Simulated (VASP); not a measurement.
# HfO2 (Fm-3m) in VASP: a series of runs

Runs on HfO2. Level: PBE+D3(BJ). Tasks: single point.

Program: VASP 6.6.1. These are calculated values, not measurements. Logs are shortened: lines on timing, memory, paths and dates and some standing lists are left out, and cuts for length are marked.

### 1 The cell of the first run

The structure is cubic, space group Fm-3m (No. 225). Conventional cell: a = 5.028 Å, b = 5.028 Å, c = 5.028 Å, α = 90.00°, β = 90.00°, γ = 90.00°. Within 2.9 Å of Hf (site symmetry m-3m) lie 8 O at 2.18 Å. O (site symmetry -43m) has 4 Hf at 2.18 Å and 6 O at 2.51 Å within 2.9 Å.

### 2 Single point, PBE+D3(BJ)

INCAR reads:

```
ALGO = Normal ; EDIFF = 1E-6
ENCUT = 520 ; GGA = PE
ISIF = 2 ; ISMEAR = 0
IVDW = 12 ; LASPH = T
LCHARG = F ; LREAL = F
LWAVE = F ; NBANDS = 18
NELM = 60 ; PREC = Accurate
SIGMA = 0.01
```

KPOINTS reads:

```
k-points
0
Gamma
  6 6 6
```

POSCAR reads:

```
HfO2
1.0
    0.0000000000      2.5141441666      2.5141441666
    2.5141441666      0.0000000000      2.5141441666
    2.5141441666      2.5141441666      0.0000000000
Hf O
1 2
Direct
    0.0000000000      0.0000000000      0.0000000000
    0.2500000000      0.2500000000      0.2500000000
    0.7500000000      0.7500000000      0.7500000000
```

Potentials or basis: VASP PAW PBE potentials, release 64 (Hf_pv, O).

Started as:

```sh
$ cat potpaw_PBE.64/Hf_pv/POTCAR potpaw_PBE.64/O/POTCAR > POTCAR
$ mpirun -np 1 vasp_std > vasp.out
```

OUTCAR:

```text
EDIFF = 1E-6
   ENCUT = 520
   GGA = PE
   ISIF = 2
   ISMEAR = 0
   IVDW = 12
   LASPH = T
   LREAL = F
   NELM = 60
   PREC = Accurate
 IVDW          = 12

 ion  position               nearest neighbor table
   1  0.000  0.000  0.000-   3 2.18   3 2.18   3 2.18   2 2.18   3 2.18   2 2.18   2 2.18   2 2.18

   2  0.250  0.250  0.250-   1 2.18   1 2.18   1 2.18   1 2.18
   3  0.750  0.750  0.750-   1 2.18   1 2.18   1 2.18   1 2.18

  LATTYP: Found a face centered cubic cell.
 ALAT       =     5.0282883332

  Lattice vectors:

 A1 = (   0.0000000000,   2.5141441666,   2.5141441666)
 A2 = (   2.5141441666,   0.0000000000,   2.5141441666)
 A3 = (   2.5141441666,   2.5141441666,   0.0000000000)

Analysis of symmetry for initial positions (statically):
=====================================================================
 Subroutine PRICEL returns:
 Original cell was already a primitive cell.

 Routine SETGRP: Setting up the symmetry group for a
 face centered cubic supercell.

 Subroutine GETGRP returns: Found 48 space group operations
 (whereof 48 operations were pure point group operations)
 out of a pool of 48 trial point group operations.

The static configuration has the point symmetry O_h .

Analysis of symmetry for dynamics (positions and initial velocities):
=====================================================================
 Subroutine PRICEL returns:
 Original cell was already a primitive cell.

 Routine SETGRP: Setting up the symmetry group for a
 face centered cubic supercell.

 Subroutine GETGRP returns: Found 48 space group operations
 (whereof 48 operations were pure point group operations)
 out of a pool of 48 trial point group operations.

The dynamic configuration has the point symmetry O_h .

 Subroutine INISYM returns: Found 48 space group operations
 (whereof 48 operations are pure point group operations),
 and found     1 'primitive' translations

----------------------------------------------------------------------------------------

                                     Primitive cell

  volume of cell :      31.7834

  direct lattice vectors                    reciprocal lattice vectors
     0.000000000  2.514144167  2.514144167    -0.198874832  0.198874832  0.198874832
     2.514144167  0.000000000  2.514144167     0.198874832 -0.198874832  0.198874832
     2.514144167  2.514144167  0.000000000     0.198874832  0.198874832 -0.198874832

  length of vectors
     3.555536778  3.555536778  3.555536778     0.344461314  0.344461314  0.344461314

  position of ions in fractional coordinates (direct lattice)
     0.000000000  0.000000000  0.000000000
     0.250000000  0.250000000  0.250000000
     0.750000000  0.750000000  0.750000000

  ion indices of the primitive-cell ions
   primitive index   ion index
                 1           1
                 2           2
                 3           3

----------------------------------------------------------------------------------------

 KPOINTS: k-points

Automatic generation of k-mesh.
 Grid dimensions read from file:
 generate k-points for:    6    6    6

 Generating k-lattice:

  Cartesian coordinates                     Fractional coordinates (reciprocal lattice)
    -0.033145805  0.033145805  0.033145805     0.166666667  0.000000000  0.000000000
     0.033145805 -0.033145805  0.033145805     0.000000000  0.166666667  0.000000000
     0.033145805  0.033145805 -0.033145805     0.000000000  0.000000000  0.166666667

  Length of vectors
     0.057410219  0.057410219  0.057410219

  Shift w.r.t. Gamma in fractional coordinates (k-lattice)
     0.000000000  0.000000000  0.000000000

 Subroutine IBZKPT returns following result:
 ===========================================

 Found     16 irreducible k-points:

 Following reciprocal coordinates:
            Coordinates               Weight
  0.000000  0.000000  0.000000      1.000000
  0.166667  0.000000  0.000000      8.000000
  0.333333  0.000000  0.000000      8.000000
  0.500000  0.000000  0.000000      4.000000
  0.166667  0.166667  0.000000      6.000000
  0.333333  0.166667  0.000000     24.000000
[... 8 lines left out ...]
 -0.333333  0.333333  0.166667     24.000000
 -0.333333  0.500000  0.166667     12.000000
   k-points           NKPTS =     16   k-points in BZ     NKDIM =     16   number of bands    NBANDS=     18
   number of dos      NEDOS =    301   number of ions     NIONS =      3
   total plane-waves  NPLWV =  21952
   dimension x,y,z NGX =    28 NGY =   28 NGZ =   28
   dimension x,y,z NGXF=    56 NGYF=   56 NGZF=   56
   ions per type =               1   2
   NGX,Y,Z   is equivalent  to a cutoff of  13.09, 13.09, 13.09 a.u.
   NGXF,Y,Z  is equivalent  to a cutoff of  26.18, 26.18, 26.18 a.u.
 SYSTEM =  unknown system
   PREC   = accura    normal or accurate (medium, high low for compatibility)
   ISTART =      0    job   : 0-new  1-cont  2-samecut
   ICHARG =      2    charge: 1-file 2-atom 10-const
   ISPIN  =      1    spin polarized calculation?
   LNONCOLLINEAR =      F non collinear calculations
   LSORBIT =      F    spin-orbit coupling
   LASPH  =      T    aspherical Exc in radial PAW
   ENCUT  =  520.0 eV  38.22 Ry    6.18 a.u.   6.61  6.61  6.61*2*pi/ulx,y,z
   NELM   =     60;   NELMIN=  2; NELMDL= -5     # of ELM steps
   EDIFF  = 0.1E-05   stopping-criterion for ELM
   LREAL  =      F    real-space projection
   EDIFFG = 0.1E-04   stopping-criterion for IOM
   NSW    =      0    number of steps for IOM
   IBRION =     -1    ionic relax: 0-MD 1-quasi-New 2-CG
   NFREE  =      0    steps in history (QN), initial steepest desc. (CG)
   ISIF   =      2    stress and relaxation
   ISYM   =      2    0-nonsym 1-usesym 2-fastsym
   POTIM  = 0.5000    time-step for ionic-motion
   TEBEG  =    0.0;   TEEND  =   0.0 temperature during run
   PSTRESS=    0.0 pullay stress
   NELECT =      22.0000    total number of electrons
   NUPDOWN=      -1.0000    fix difference up-down
   EMIN   =  10.00;   EMAX   =-10.00  energy-range for DOS
   EFERMI =   0.00;   METHOD = LEGACY
   ISMEAR =     0;   SIGMA  =   0.01  broadening in eV -4-tet -1-fermi 0-gaus
   EFERMI_NEDOS =   21; number of points for ismear=-14 and -15
   IALGO  =     38    algorithm
   IMIX   =      4    mixing-type and parameters
     AMIX     =   0.40;   BMIX     =  1.00
     AMIX_MAG =   1.60;   BMIX_MAG =  1.00
  volume/ion in A,a.u.               =      10.59        71.50
  Fermi-wavevector in a.u.,A,eV,Ry     =   1.448157  2.736619 28.533563  2.097158
  Thomas-Fermi vector in A             =   2.566030
   LORBIT       =      0    0 simple, 1 ext, 2 COOP (PROOUT), +10 PAW based schemes
   GGA     = PE    functional components
   LHFCALC =     F    Hartree Fock is set to
   AEXX    =    0.0000 exact exchange contribution
   IVDW    =    12    specifies the selected vdW correction
   LEPSILON=     F    determine dielectric tensor
   LRPA    =     F    only Hartree local field effects (RPA)
 non-spin polarized calculation
 Gauss-broadening in eV      SIGMA  =   0.01
  energy-cutoff  :      520.00
  volume of cell :       31.78
 maximum number of plane-waves:       869
 NGX is ok and might be reduce to    28
   NGX = 13   NGY = 13   NGZ = 13

 number of electron      21.9999995 magnetization

 Free energy of the ion-electron system (eV)
  ---------------------------------------------------
  ext. energy  EPLUGINS =         0.00000000
  ---------------------------------------------------
  free energy    TOTEN  =       -30.22891399 eV

  energy without entropy =      -30.22891399  energy(sigma->0) =      -30.22891399

 E-fermi :   4.5396     XC(G=0): -11.9719

 val. band max:        4.4934701352   @ k =   0.5000   0.5000   0.0000
 cond. band min:       8.3621020768   @ k =   0.5000   0.5000   0.0000
 fundamental gap:      3.8686319416
 Fermi energy:         4.5395747625

 k-point     1 :       0.0000    0.0000    0.0000
  band No.  band energies     occupation
      1     -25.0795      2.00000
      2     -25.0795      2.00000
      3     -25.0795      2.00000
      4     -14.3950      2.00000
      5     -11.2366      2.00000
      6      -1.0031      2.00000
[... 10 lines left out ...]
     17      15.2324      0.00000
     18      18.1514      0.00000

 k-point     2 :       0.1667    0.0000    0.0000
  band No.  band energies     occupation
      1     -25.2087      2.00000
      2     -25.0935      2.00000
      3     -25.0935      2.00000
      4     -14.0180      2.00000
      5     -11.5331      2.00000
      6      -0.7366      2.00000
[... 10 lines left out ...]
     17      14.7818      0.00000
     18      18.0269      0.00000

 k-point     3 :       0.3333    0.0000    0.0000
  band No.  band energies     occupation
      1     -25.4508      2.00000
      2     -25.1212      2.00000
      3     -25.1212      2.00000
      4     -13.3322      2.00000
      5     -11.9277      2.00000
      6      -0.1954      2.00000
[... 10 lines left out ...]
     17      14.2991      0.00000
     18      16.9792      0.00000

 k-point     4 :       0.5000    0.0000    0.0000
  band No.  band energies     occupation
      1     -25.5648      2.00000
      2     -25.1350      2.00000
      3     -25.1350      2.00000
      4     -13.1249      2.00000
      5     -11.9275      2.00000
      6       0.0574      2.00000
[... 10 lines left out ...]
     17      14.1451      0.00000
     18      17.4123      0.00000

 k-point     5 :       0.1667    0.1667    0.0000
  band No.  band energies     occupation
      1     -25.2193      2.00000
      2     -25.1141      2.00000
      3     -25.1141      2.00000
      4     -13.8780      2.00000
      5     -11.6370      2.00000
      6      -0.6862      2.00000
[... 10 lines left out ...]
     17      14.6200      0.00000
     18      18.0112      0.00000

 k-point     6 :       0.3333    0.1667    0.0000
  band No.  band energies     occupation
      1     -25.3946      2.00000
      2     -25.1571      2.00000
      3     -25.1452      2.00000
      4     -13.2348      2.00000
      5     -12.0233      2.00000
      6      -0.2796      2.00000
[... 10 lines left out ...]
     17      14.5371      0.00000
     18      17.8349      0.00000

 k-point     7 :       0.5000    0.1667    0.0000
  band No.  band energies     occupation
      1     -25.5182      2.00000
      2     -25.2152      2.00000
      3     -25.1556      2.00000
      4     -12.8839      2.00000
      5     -12.0788      2.00000
      6      -0.3698      2.00000
[... 10 lines left out ...]
     17      15.1162      0.00000
     18      17.6811      0.00000

 k-point     8 :      -0.3333    0.1667    0.0000
  band No.  band energies     occupation
      1     -25.4786      2.00000
      2     -25.2285      2.00000
      3     -25.1352      2.00000
      4     -12.9478      2.00000
      5     -12.0949      2.00000
      6      -0.4585      2.00000
[... 10 lines left out ...]
     17      15.2350      0.00000
     18      17.5428      0.00000

 k-point     9 :      -0.1667    0.1667    0.0000
  band No.  band energies     occupation
      1     -25.3296      2.00000
      2     -25.1648      2.00000
      3     -25.1041      2.00000
      4     -13.5049      2.00000
      5     -11.8685      2.00000
      6      -0.6158      2.00000
[... 10 lines left out ...]
     17      14.5652      0.00000
     18      17.8560      0.00000

 k-point    10 :       0.3333    0.3333    0.0000
  band No.  band energies     occupation
      1     -25.4752      2.00000
      2     -25.1828      2.00000
      3     -25.1828      2.00000
      4     -12.7436      2.00000
      5     -12.3048      2.00000
      6      -0.9456      2.00000
[... 10 lines left out ...]
     17      14.3134      0.00000
     18      18.1013      0.00000

 k-point    11 :       0.5000    0.3333    0.0000
  band No.  band energies     occupation
      1     -25.5281      2.00000
      2     -25.2603      2.00000
      3     -25.1965      2.00000
      4     -12.5041      2.00000
      5     -12.2760      2.00000
      6      -1.5289      2.00000
[... 10 lines left out ...]
     17      16.4873      0.00000
     18      18.1022      0.00000

 k-point    12 :      -0.3333    0.3333    0.0000
  band No.  band energies     occupation
      1     -25.4246      2.00000
      2     -25.3920      2.00000
      3     -25.1729      2.00000
      4     -12.5415      2.00000
      5     -12.2320      2.00000
      6      -1.0389      2.00000
[... 10 lines left out ...]
     17      16.6753      0.00000
     18      18.0567      0.00000

 k-point    13 :       0.5000    0.5000    0.0000
  band No.  band energies     occupation
      1     -25.5932      2.00000
      2     -25.2169      2.00000
      3     -25.2169      2.00000
      4     -12.5929      2.00000
      5     -12.0920      2.00000
      6      -2.1365      2.00000
[... 10 lines left out ...]
     17      18.0388      0.00000
     18      18.0905      0.00000

 k-point    14 :       0.5000    0.3333    0.1667
  band No.  band energies     occupation
      1     -25.4596      2.00000
      2     -25.2649      2.00000
      3     -25.1678      2.00000
      4     -12.6810      2.00000
      5     -12.2782      2.00000
      6      -0.5992      2.00000
[... 10 lines left out ...]
     17      15.6541      0.00000
     18      18.0550      0.00000

 k-point    15 :      -0.3333    0.3333    0.1667
  band No.  band energies     occupation
      1     -25.4588      2.00000
      2     -25.3429      2.00000
      3     -25.1879      2.00000
      4     -12.5377      2.00000
      5     -12.2360      2.00000
      6      -0.5863      2.00000
[... 10 lines left out ...]
     17      16.4929      0.00000
     18      18.0454      0.00000

 k-point    16 :      -0.3333    0.5000    0.1667
  band No.  band energies     occupation
      1     -25.5023      2.00000
      2     -25.3143      2.00000
      3     -25.2187      2.00000
      4     -12.4622      2.00000
      5     -12.2121      2.00000
      6      -1.5105      2.00000
[... 10 lines left out ...]
     17      17.7855      0.00000
     18      18.1045      0.00000

------------------------ aborting loop because EDIFF is reached ----------------------------------------

 Edisp (eV)   -0.73764

 E8    (eV) :    -0.3223

  FORCE on cell =-STRESS in cart. coord.  units (eV):
  Direction    XX          YY          ZZ          XY          YZ          ZX
  --------------------------------------------------------------------------------------
  -------------------------------------------------------------------------------------
  Total       0.61183     0.61183     0.61183     0.00000     0.00000    -0.00000
  in kB      30.84173    30.84173    30.84173     0.00000     0.00000    -0.00000
  external pressure =       30.84 kB  Pullay stress =        0.00 kB

 VOLUME and BASIS-vectors are now :
 -----------------------------------------------------------------------------
  energy-cutoff  :      520.00
  volume of cell :       31.78
      direct lattice vectors                 reciprocal lattice vectors
     0.000000000  2.514144167  2.514144167    -0.198874832  0.198874832  0.198874832
     2.514144167  0.000000000  2.514144167     0.198874832 -0.198874832  0.198874832
     2.514144167  2.514144167  0.000000000     0.198874832  0.198874832 -0.198874832

 POSITION                                       TOTAL-FORCE (eV/Angst)
 -----------------------------------------------------------------------------------
      0.00000      0.00000      0.00000        -0.000000      0.000000     -0.000000
      1.25707      1.25707      1.25707         0.000000      0.000000      0.000000
      3.77122      3.77122      3.77122        -0.000000     -0.000000     -0.000000
 -----------------------------------------------------------------------------------
    total drift:                                0.000000      0.000000      0.000000

  FREE ENERGIE OF THE ION-ELECTRON SYSTEM (eV)
  ---------------------------------------------------
  free  energy   TOTEN  =       -30.9665493456 eV

  energy  without entropy=      -30.9665493456  energy(sigma->0) =      -30.96654935
```

Run time: 18 s. Hardware: 1 thread of Intel Xeon 8259CL, shared host; peak memory 0.17 GiB.

What came out:

```yaml
Free_energy: -30.9665 eV
Pressure: 3.1 GPa
Band_gap_on_the_k_mesh: 3.87 eV, direct
Dispersion_energy_per_atom: -0.246 eV
```

Caveat: spin-orbit coupling is left out, which moves the levels of the heavy elements. A hybrid or GW would open this gap; PBE tends to underestimate it.

### 3 Single point, PBE+D3(BJ)

This run uses another cell than the first one, of 10.93 Å³/atom, 1.032 times its volume.

INCAR reads:

```
PREC     = Accurate       # precision mode
ENCUT    = 520            # plane-wave cutoff, eV
EDIFF    = 1E-7           # SCF threshold, eV
ISMEAR   = 0              # smearing method
SIGMA    = 0.01           # smearing width, eV
LREAL    = False          # projectors in reciprocal space
LASPH    = True           # aspherical terms in the spheres
NELM     = 100            # most SCF steps
ALGO     = Normal         # electronic algorithm
ISIF     = 2              # what is computed and relaxed
LWAVE    = False          # write WAVECAR
LCHARG   = False          # write CHGCAR
GGA      = PE             # functional
IVDW     = 12             # dispersion correction
NBANDS   = 18             # bands
```

KPOINTS reads:

```
Automatic mesh
0
Gamma
  6 6 6
```

POSCAR reads:

```
HfO2
1.0
    0.0000000000      2.5403350533      2.5403350533
    2.5403350533      0.0000000000      2.5403350533
    2.5403350533      2.5403350533      0.0000000000
Hf O
1 2
Direct
    0.0000000000      0.0000000000      0.0000000000
    0.2500000000      0.2500000000      0.2500000000
    0.7500000000      0.7500000000      0.7500000000
```

Potentials or basis: VASP PAW PBE potentials, release 64 (Hf_pv, O).

Started as:

```sh
$ cat potpaw_PBE.64/Hf_pv/POTCAR potpaw_PBE.64/O/POTCAR > POTCAR
$ mpirun -np 1 vasp_std > vasp.out
```

Run time: 21 s. Hardware: 1 thread of Intel Xeon 8259CL, shared host; peak memory 0.17 GiB.

Results (log left out):

```yaml
Free_energy: -30.9617 eV
Pressure: -4.9 GPa
Band_gap_on_the_k_mesh: 3.78 eV, direct
Dispersion_energy_per_atom: -0.238 eV
```

Levels at points of the mesh, in eV from the valence-band top:
```tsv
k point	band 8	band 9	band 10	band 11	band 12	band 13	band 14	band 15
(0.00, 0.00, 0.00)	-5.30	-0.60	-0.60	-0.60	3.87	3.87	5.79	10.34
(0.50, 0.00, 0.00)	-3.03	-2.71	-1.82	-1.82	4.58	4.58	6.92	9.05
(0.50, 0.50, 0.00)	-3.45	-1.52	-1.52	0.00	3.78	5.47	6.58	8.10
```

Caveat: spin-orbit coupling is left out, which moves the levels of the heavy elements. A k mesh can miss the band edges.
